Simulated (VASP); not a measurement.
# CdS (Fm-3m) in VASP: notebook

The runs below take CdS through single point, with PBEsol.

All numbers are computed with VASP 6.6.1; they aren't measurements. Logs are shortened: lines on timing, memory, paths and dates and some standing lists are left out, and cuts for length are marked.

## Step 1: The cell of the first run

Symmetry: Fm-3m, No. 225, cubic system. Conventional cell: a = 5.506 Å, b = 5.506 Å, c = 5.506 Å, α = 90.00°, β = 90.00°, γ = 90.00°. Cd (site symmetry m-3m) has 6 S at 2.75 Å within 3.6 Å. Within 3.6 Å of S (site symmetry m-3m) lie 6 Cd at 2.75 Å.

## Step 2: Single point, PBEsol

INCAR

```
SYSTEM = CdS
PREC = Accurate ; ENCUT = 520
EDIFF = 1E-6 ; ISMEAR = -1
SIGMA = 0.1 ; LREAL = .False.
LASPH = .True. ; NELM = 100
ALGO = Normal ; ISIF = 2
LWAVE = .False. ; LCHARG = .False.
GGA = PS ; NBANDS = 16
```

KPOINTS

```
Automatic mesh
0
Gamma
  2 2 2
  0 0 0
```

POSCAR

```
CdS
1.0
    0.0000000000      2.7532440000      2.7532440000
    2.7532440000      0.0000000000      2.7532440000
    2.7532440000      2.7532440000      0.0000000000
Cd S
1 1
Direct
    0.0000000000      0.0000000000      0.0000000000
    0.5000000000      0.5000000000      0.5000000000
```

Potentials or basis: VASP PAW PBE potentials, release 64 (Cd, S).

On the command line:

```console
> cat potpaw_PBE.64/Cd/POTCAR potpaw_PBE.64/S/POTCAR > POTCAR
> mpirun -np 1 vasp_std > vasp.out
```

OUTCAR:

```text
SYSTEM = CdS
   PREC = Accurate
   ENCUT = 520
   EDIFF = 1E-6
   ISMEAR = -1
   LREAL = .False.
   LASPH = .True.
   NELM = 100
   ISIF = 2
   GGA = PS

 ion  position               nearest neighbor table
   1  0.000  0.000  0.000-   2 2.75   2 2.75   2 2.75   2 2.75   2 2.75   2 2.75
   2  0.500  0.500  0.500-   1 2.75   1 2.75   1 2.75   1 2.75   1 2.75   1 2.75

  LATTYP: Found a face centered cubic cell.
 ALAT       =     5.5064880000

  Lattice vectors:

 A1 = (   0.0000000000,   2.7532440000,   2.7532440000)
 A2 = (   2.7532440000,   0.0000000000,   2.7532440000)
 A3 = (   2.7532440000,   2.7532440000,   0.0000000000)

Analysis of symmetry for initial positions (statically):
=====================================================================
 Subroutine PRICEL returns:
 Original cell was already a primitive cell.

 Routine SETGRP: Setting up the symmetry group for a
 face centered cubic supercell.

 Subroutine GETGRP returns: Found 48 space group operations
 (whereof 48 operations were pure point group operations)
 out of a pool of 48 trial point group operations.

The static configuration has the point symmetry O_h .

Analysis of symmetry for dynamics (positions and initial velocities):
=====================================================================
 Subroutine PRICEL returns:
 Original cell was already a primitive cell.

 Routine SETGRP: Setting up the symmetry group for a
 face centered cubic supercell.

 Subroutine GETGRP returns: Found 48 space group operations
 (whereof 48 operations were pure point group operations)
 out of a pool of 48 trial point group operations.

The dynamic configuration has the point symmetry O_h .

 Subroutine INISYM returns: Found 48 space group operations
 (whereof 48 operations are pure point group operations),
 and found     1 'primitive' translations

----------------------------------------------------------------------------------------

                                     Primitive cell

  volume of cell :      41.7411

  direct lattice vectors                    reciprocal lattice vectors
     0.000000000  2.753244000  2.753244000    -0.181603955  0.181603955  0.181603955
     2.753244000  0.000000000  2.753244000     0.181603955 -0.181603955  0.181603955
     2.753244000  2.753244000  0.000000000     0.181603955  0.181603955 -0.181603955

  length of vectors
     3.893675005  3.893675005  3.893675005     0.314547277  0.314547277  0.314547277

  position of ions in fractional coordinates (direct lattice)
     0.000000000  0.000000000  0.000000000
     0.500000000  0.500000000  0.500000000

  ion indices of the primitive-cell ions
   primitive index   ion index
                 1           1
                 2           2

----------------------------------------------------------------------------------------

 KPOINTS: Automatic mesh

Automatic generation of k-mesh.
 Grid dimensions read from file:
 generate k-points for:    2    2    2

 Generating k-lattice:

  Cartesian coordinates                     Fractional coordinates (reciprocal lattice)
    -0.090801978  0.090801978  0.090801978     0.500000000  0.000000000  0.000000000
     0.090801978 -0.090801978  0.090801978     0.000000000  0.500000000  0.000000000
     0.090801978  0.090801978 -0.090801978     0.000000000  0.000000000  0.500000000

  Length of vectors
     0.157273639  0.157273639  0.157273639

  Shift w.r.t. Gamma in fractional coordinates (k-lattice)
     0.000000000  0.000000000  0.000000000

 Subroutine IBZKPT returns following result:
 ===========================================

 Found      3 irreducible k-points:

 Following reciprocal coordinates:
            Coordinates               Weight
  0.000000  0.000000  0.000000      1.000000
  0.500000  0.000000  0.000000      4.000000
  0.500000  0.500000  0.000000      3.000000
   k-points           NKPTS =      3   k-points in BZ     NKDIM =      3   number of bands    NBANDS=     16
   number of dos      NEDOS =    301   number of ions     NIONS =      2
   total plane-waves  NPLWV =  27000
   dimension x,y,z NGX =    30 NGY =   30 NGZ =   30
   dimension x,y,z NGXF=    60 NGYF=   60 NGZF=   60
   ions per type =               1   1
   NGX,Y,Z   is equivalent  to a cutoff of  12.81, 12.81, 12.81 a.u.
   NGXF,Y,Z  is equivalent  to a cutoff of  25.62, 25.62, 25.62 a.u.
 SYSTEM =  CdS
   PREC   = accura    normal or accurate (medium, high low for compatibility)
   ISTART =      0    job   : 0-new  1-cont  2-samecut
   ICHARG =      2    charge: 1-file 2-atom 10-const
   ISPIN  =      1    spin polarized calculation?
   LNONCOLLINEAR =      F non collinear calculations
   LSORBIT =      F    spin-orbit coupling
   LASPH  =      T    aspherical Exc in radial PAW
   ENCUT  =  520.0 eV  38.22 Ry    6.18 a.u.   7.24  7.24  7.24*2*pi/ulx,y,z
   NELM   =    100;   NELMIN=  2; NELMDL= -5     # of ELM steps
   EDIFF  = 0.1E-05   stopping-criterion for ELM
   LREAL  =      F    real-space projection
   EDIFFG = 0.1E-04   stopping-criterion for IOM
   NSW    =      0    number of steps for IOM
   IBRION =     -1    ionic relax: 0-MD 1-quasi-New 2-CG
   NFREE  =      0    steps in history (QN), initial steepest desc. (CG)
   ISIF   =      2    stress and relaxation
   ISYM   =      2    0-nonsym 1-usesym 2-fastsym
   POTIM  = 0.5000    time-step for ionic-motion
   TEBEG  =    0.0;   TEEND  =   0.0 temperature during run
   PSTRESS=    0.0 pullay stress
   NELECT =      18.0000    total number of electrons
   NUPDOWN=      -1.0000    fix difference up-down
   EMIN   =  10.00;   EMAX   =-10.00  energy-range for DOS
   EFERMI =   0.00;   METHOD = LEGACY
   ISMEAR =    -1;   SIGMA  =   0.10  broadening in eV -4-tet -1-fermi 0-gaus
   EFERMI_NEDOS =   21; number of points for ismear=-14 and -15
   IALGO  =     38    algorithm
   IMIX   =      4    mixing-type and parameters
     AMIX     =   0.40;   BMIX     =  1.00
     AMIX_MAG =   1.60;   BMIX_MAG =  1.00
  volume/ion in A,a.u.               =      20.87       140.84
  Fermi-wavevector in a.u.,A,eV,Ry     =   1.236833  2.337275 20.813583  1.529755
  Thomas-Fermi vector in A             =   2.371425
   LORBIT       =      0    0 simple, 1 ext, 2 COOP (PROOUT), +10 PAW based schemes
   GGA     = PS    functional components
   LHFCALC =     F    Hartree Fock is set to
   AEXX    =    0.0000 exact exchange contribution
   IVDW    =     0    specifies the selected vdW correction
   LEPSILON=     F    determine dielectric tensor
   LRPA    =     F    only Hartree local field effects (RPA)
 non-spin polarized calculation
  energy-cutoff  :      520.00
  volume of cell :       41.74
 maximum number of plane-waves:      1158
 NGX is ok and might be reduce to    30
   NGX = 15   NGY = 15   NGZ = 15

 number of electron      18.0000005 magnetization

 Free energy of the ion-electron system (eV)
  ---------------------------------------------------
  ext. energy  EPLUGINS =         0.00000000
  ---------------------------------------------------
  free energy    TOTEN  =        -4.96493748 eV

  energy without entropy =       -4.80685061  energy(sigma->0) =       -4.88589404

 E-fermi :   2.8333     XC(G=0): -10.4489

 val. band max:        2.7916442485   @ k =   0.5000   0.5000   0.0000
 cond. band min:       3.4027380689   @ k =   0.0000   0.0000   0.0000
 fundamental gap:      0.6110938204
 Fermi energy:         2.8333179959

 k-point     1 :       0.0000    0.0000    0.0000
  band No.  band energies     occupation
      1      -9.9698      2.00000
      2      -4.8912      2.00000
      3      -4.8912      2.00000
      4      -4.8912      2.00000
      5      -4.8865      2.00000
      6      -4.8865      2.00000
      7       2.0006      1.99952
      8       2.0006      1.99952
      9       2.0006      1.99952
     10       3.4027      0.00671
     11      11.8166      0.00000
     12      11.8166      0.00000
     13      11.8166      0.00000
     14      13.8246      0.00000
     15      13.8285      0.00000
     16      13.8285      0.00000

 k-point     2 :       0.5000    0.0000    0.0000
  band No.  band energies     occupation
      1      -8.8481      2.00000
      2      -5.1781      2.00000
      3      -5.1781      2.00000
      4      -5.1376      2.00000
      5      -4.6909      2.00000
      6      -4.6909      2.00000
      7      -2.1395      2.00000
      8       2.7104      1.54732
      9       2.7104      1.54732
     10       6.0653      0.00000
     11       8.4703      0.00000
     12       8.4703      0.00000
     13       9.2856      0.00000
     14      14.7325      0.00000
     15      15.6289      0.00000
     16      15.6289      0.00000

 k-point     3 :       0.5000    0.5000    0.0000
  band No.  band energies     occupation
      1      -9.0756      2.00000
      2      -5.0444      2.00000
      3      -4.7800      2.00000
      4      -4.6274      2.00000
      5      -4.6274      2.00000
      6      -3.9637      2.00000
      7      -1.4917      2.00000
      8       0.6063      2.00000
      9       0.6063      2.00000
     10       2.7916      1.20540
     11       8.6258      0.00000
     12      12.3368      0.00000
     13      13.6827      0.00000
     14      13.6827      0.00000
     15      17.0426      0.00000
     16      17.3046      0.00000

------------------------ aborting loop because EDIFF is reached ----------------------------------------

  FORCE on cell =-STRESS in cart. coord.  units (eV):
  Direction    XX          YY          ZZ          XY          YZ          ZX
  --------------------------------------------------------------------------------------
  -------------------------------------------------------------------------------------
  Total        0.7366011      0.7366011      0.7366011      0.0000000      0.0000000     -0.0000000
  in kB       28.2734537     28.2734537     28.2734537      0.0000000      0.0000000     -0.0000000
  external PRESSURE =      28.2734537 kB  Pullay stress =       0.0000000 kB

 VOLUME and BASIS-vectors are now :
 -----------------------------------------------------------------------------
  energy-cutoff  :      520.00
  volume of cell :       41.74
      direct lattice vectors                 reciprocal lattice vectors
     0.000000000  2.753244000  2.753244000    -0.181603955  0.181603955  0.181603955
     2.753244000  0.000000000  2.753244000     0.181603955 -0.181603955  0.181603955
     2.753244000  2.753244000  0.000000000     0.181603955  0.181603955 -0.181603955

 POSITION                                       TOTAL-FORCE (eV/Angst)
 -----------------------------------------------------------------------------------
      0.00000      0.00000      0.00000         0.000000      0.000000      0.000000
      2.75324      2.75324      2.75324        -0.000000     -0.000000     -0.000000
 -----------------------------------------------------------------------------------
    total drift:                               -0.000000      0.000000      0.000000

  FREE ENERGIE OF THE ION-ELECTRON SYSTEM (eV)
  ---------------------------------------------------
  free  energy   TOTEN  =        -4.9649374789 eV

  energy  without entropy=       -4.8068506063  energy(sigma->0) =       -4.88589404
```

It took 4.7 s on 1 thread of Intel Xeon Platinum 8488C (Sapphire Rapids), shared host; peak memory 0.16 GiB.

What came out:

- Free energy: -4.9649 eV
- Pressure: 2.8 GPa

Caveat: the k points lie up to 0.99 Å⁻¹ apart; the PAW data sets were made with another functional, which shifts forces and pressure a little.

## Step 3: Single point, PBEsol

INCAR

```
SYSTEM = CdS
PREC = Accurate ; ENCUT = 520
EDIFF = 1E-7 ; ISMEAR = -1
SIGMA = 0.1 ; LREAL = .FALSE.
LASPH = .TRUE. ; NELM = 80
ALGO = Normal ; ISIF = 2
LWAVE = .FALSE. ; LCHARG = .FALSE.
GGA = PS ; NBANDS = 16
```

KPOINTS

```
regular mesh
0
G
  4 4 4
  0 0 0
```

POSCAR is that of step 2.

Potentials or basis: VASP PAW PBE potentials, release 64 (Cd, S).

On the command line:

```console
> cat potpaw_PBE.64/Cd/POTCAR potpaw_PBE.64/S/POTCAR > POTCAR
> mpirun -np 1 vasp_std > vasp.out
```

Run time: 12 s. Hardware: 1 thread of Intel Xeon Platinum 8488C (Sapphire Rapids), shared host; peak memory 0.16 GiB.

The run converged. Its results:

```
Free energy : -6.5503 eV
Pressure    : -3.6 GPa
```

Levels at points of the mesh, in eV from the Fermi level:
| k point | band 7 | band 8 | band 9 | band 10 | band 11 | band 12 |
| --- | --- | --- | --- | --- | --- | --- |
| (0.00, 0.00, 0.00) | -0.88 | -0.88 | -0.88 | 0.54 | 8.97 | 8.97 |
| (0.50, 0.00, 0.00) | -4.99 | -0.17 | -0.17 | 3.20 | 5.64 | 5.64 |
| (0.50, 0.50, 0.00) | -4.36 | -2.27 | -2.27 | -0.04 | 5.76 | 9.44 |

Caveat: the k points lie up to 0.49 Å⁻¹ apart; the PAW data sets were made with another functional, which shifts forces and pressure a little.

## Step 4: Single point, PBEsol

INCAR

```
  ALGO = Normal
  EDIFF = 1E-6
  ENCUT = 520
  GGA = PS
  ISIF = 2
  ISMEAR = -1
  LASPH = True
  LCHARG = True
  LELF = True
  LREAL = False
  LVHAR = True
  LWAVE = False
  NBANDS = 16
  NELM = 80
  PREC = Accurate
  SIGMA = 0.1
```

KPOINTS

```
k-points
0
Gamma
  6 6 6
```

POSCAR is that of step 3.

On the command line:

```console
> cat potpaw_PBE.64/Cd/POTCAR potpaw_PBE.64/S/POTCAR > POTCAR
> mpirun -np 1 vasp_std > vasp.out
```

Wall time 13 s (1 thread of Intel Xeon Platinum 8488C (Sapphire Rapids), shared host); peak memory 0.16 GiB.

Results (log left out):

```yaml
Free_energy: -6.6175 eV
Pressure: -3.9 GPa
```

Levels at points of the mesh, in eV from the Fermi level:
```csv
k point,band 6,band 7,band 8,band 9,band 10,band 11,band 12,band 13
"(0.00, 0.00, 0.00)",-7.77,-0.95,-0.95,-0.95,0.47,8.91,8.91,8.91
"(0.50, 0.00, 0.00)",-7.57,-5.05,-0.24,-0.24,3.14,5.58,5.58,6.36
"(0.50, 0.50, 0.00)",-6.87,-4.42,-2.33,-2.33,-0.09,5.70,9.37,10.77
```

Caveat: the PAW data sets were made with another functional, which shifts forces and pressure a little.

## Step 5: Single point, PBEsol

INCAR

```
PREC = Accurate
ENCUT = 520
EDIFF = 1E-6
ISMEAR = -1
SIGMA = 0.1
LREAL = F
LASPH = T
NELM = 80
ALGO = Normal
ISIF = 2
LWAVE = F
LCHARG = F
GGA = PS
NBANDS = 16
```

KPOINTS

```
regular mesh
0
Gamma
  8 8 8
```

POSCAR is that of step 4.

On the command line:

```console
> cat potpaw_PBE.64/Cd/POTCAR potpaw_PBE.64/S/POTCAR > POTCAR
> mpirun -np 1 vasp_std > vasp.out
```

Run time: 18 s. Hardware: 1 thread of Intel Xeon Platinum 8488C (Sapphire Rapids), shared host; peak memory 0.16 GiB.

The run converged. Its results:

```
Free energy : -6.6218 eV
Pressure    : -4.0 GPa
```

Levels at points of the mesh, in eV from the Fermi level:
```tsv
k point	band 5	band 6	band 7	band 8	band 9	band 10	band 11	band 12	band 13	band 14
(0.00, 0.00, 0.00)	-7.84	-7.84	-1.01	-1.01	-1.01	0.41	8.85	8.85	8.85	10.80
(0.50, 0.00, 0.00)	-7.64	-7.64	-5.11	-0.30	-0.30	3.08	5.52	5.52	6.30	11.71
(0.50, 0.50, 0.00)	-7.57	-6.93	-4.48	-2.39	-2.39	-0.16	5.64	9.31	10.71	10.71
```

Caveat: the PAW data sets were made with another functional, which shifts forces and pressure a little.

## Step 6: Single point, PBEsol

INCAR

```
SYSTEM = CdS
PREC = Accurate ; ENCUT = 520
EDIFF = 1E-6 ; ISMEAR = -1
SIGMA = 0.1 ; LREAL = .False.
LASPH = .True. ; NELM = 60
ALGO = Normal ; ISIF = 2
LWAVE = .False. ; LCHARG = .False.
GGA = PS ; NBANDS = 16
```

KPOINTS

```
regular mesh
0
Gamma
  10 10 10
  0 0 0
```

POSCAR is that of step 5.

Potentials or basis: VASP PAW PBE potentials, release 64 (Cd, S).

On the command line:

```console
> cat potpaw_PBE.64/Cd/POTCAR potpaw_PBE.64/S/POTCAR > POTCAR
> mpirun -np 1 vasp_std > vasp.out
```

It took 26 s on 1 thread of Intel Xeon Platinum 8488C (Sapphire Rapids), shared host; peak memory 0.18 GiB.

The run converged. Its results:

| Item | Value |
| --- | --- |
| Free energy | -6.6215 eV |
| Pressure | -4.0 GPa |

Levels at points of the mesh, in eV from the Fermi level:
```csv
k point,band 7,band 8,band 9,band 10,band 11,band 12
"(0.00, 0.00, 0.00)",-1.04,-1.04,-1.04,0.38,8.83,8.83
"(0.50, 0.00, 0.00)",-5.14,-0.33,-0.33,3.05,5.49,5.49
"(0.50, 0.50, 0.00)",-4.51,-2.42,-2.42,-0.19,5.61,9.28
```

Caveat: the PAW data sets were made with another functional, which shifts forces and pressure a little.

## Step 7: The runs side by side

| k mesh | pressure (GPa) |
| --- | --- |
| 2 × 2 × 2 | 2.8 |
| 4 × 4 × 4 | -3.6 |
| 6 × 6 × 6 | -3.9 |
| 8 × 8 × 8 | -4.0 |
| 10 × 10 × 10 | -4.0 |

Alike in all rows: task single point; level PBEsol; potentials or basis VASP PAW PBE potentials, release 64 (Cd, S); no spin polarisation; cell as given; cutoff (eV) 520; smearing fermi-dirac 0.1 eV.

Caveats: some runs use coarse meshes; the PAW data sets were made with another functional, which shifts forces and pressure a little.

Absolute energies hang on the potentials; compare differences alone.
